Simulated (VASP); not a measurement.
Input of a VASP 6.6.1 run:

POSCAR

```
Ge
1.0
    1.3971490000     -2.6005160000      0.0000000000
    1.3971490000      2.6005160000      0.0000000000
    0.0000000000      0.0000000000      2.6982310000
Ge
1
Direct
    0.5000000000      0.5000000000      0.0000000000
```

Contents of INCAR.step1:

```
ALGO = Normal
EDIFF = 1E-5
ENCUT = 520
GGA = PE
GGA_COMPAT = False
ISIF = 2
ISMEAR = -1
LASPH = True
LCHARG = False
LNONCOLLINEAR = True
LORBIT = 11
LORBMOM = True
LREAL = False
LSORBIT = True
LWAVE = True
MAGMOM = 0 0 0
NBANDS = 25
NELM = 150
PREC = Accurate
SIGMA = 0.05
```

The input INCAR.step2:

```
AEXX = 0.25
ALGO = Normal
EDIFF = 1E-6
ENCUT = 520
GGA = PE
GGA_COMPAT = False
ISIF = 2
ISMEAR = -1
ISTART = 1
LASPH = True
LCHARG = False
LHFCALC = True
LNONCOLLINEAR = True
LORBIT = 11
LORBMOM = True
LREAL = False
LSORBIT = True
LWAVE = False
MAGMOM = 0 0 0
NBANDS = 25
NELM = 150
PREC = Accurate
PRECFOCK = Normal
SIGMA = 0.05
```

File KPOINTS:

```
k-points
0
Gamma
  5 5 4
```

Potentials or basis: VASP PAW PBE potentials, release 64 (Ge_d).

Launch:

```bash
$ cat potpaw_PBE.64/Ge_d/POTCAR > POTCAR
$ cp INCAR.step1 INCAR
$ mpirun -np 1 vasp_ncl > vasp.out
$ cp INCAR.step2 INCAR
$ mpirun -np 1 vasp_ncl > vasp.out
```

(1) Predict the pressure.

(2) Estimate the net moment.

Answers

(1) 0.3 GPa.

(2) 0.02 μB per cell.

Caveat: the k points lie up to 0.58 Å⁻¹ apart; the PAW data sets were made with another functional, which shifts forces and pressure a little.
